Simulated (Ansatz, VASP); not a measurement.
# ScInTeSe: VASP beside Ansatz

```
CELL_PARAMETERS angstrom
-2.93858 3.23590 2.95437
2.93858 -3.23590 2.95437
2.93858 3.23590 -2.95437
ATOMIC_POSITIONS crystal
Sc 0.00000 0.00000 0.00000
In 0.50000 0.00000 0.50000
Te 0.50000 0.50000 0.00000
Se 0.00000 0.50000 0.50000
```

Alike in both runs: functional PBE; k mesh 3 × 3 × 3; occupations gaussian, width 0.15 eV; no spin polarisation.

Ansatz relaxed the structure, and its values are those at the end. VASP's run is a single point on that final structure, the one shown.

|  | VASP | Ansatz |
| --- | --- | --- |
| version | VASP 6.6.1 | Ansatz 0.2.0 |
| potentials or method | VASP PAW PBE potentials, release 64 (Sc_sv, In_d, Te, Se), cutoff 500 eV | scalar-relativistic, plane waves, PAW |
| valence electrons in the cell | 36 | 56 |

|  | VASP | Ansatz | Ansatz less VASP |
| --- | --- | --- | --- |
| gap on the k mesh at the Fermi level (eV) | none | none | - |
| pressure (GPa) | 0.0 | 0.0 | -0.03 |

A gap of «none» marks a metal or a gap that the smearing closes. VASP's potentials hold 36 valence electrons a cell and Ansatz's 56, so a difference there can come from the potentials and not from the codes.

The k mesh is coarse, so the values compare programs but aren't converged. Neither program's run includes spin-orbit coupling.
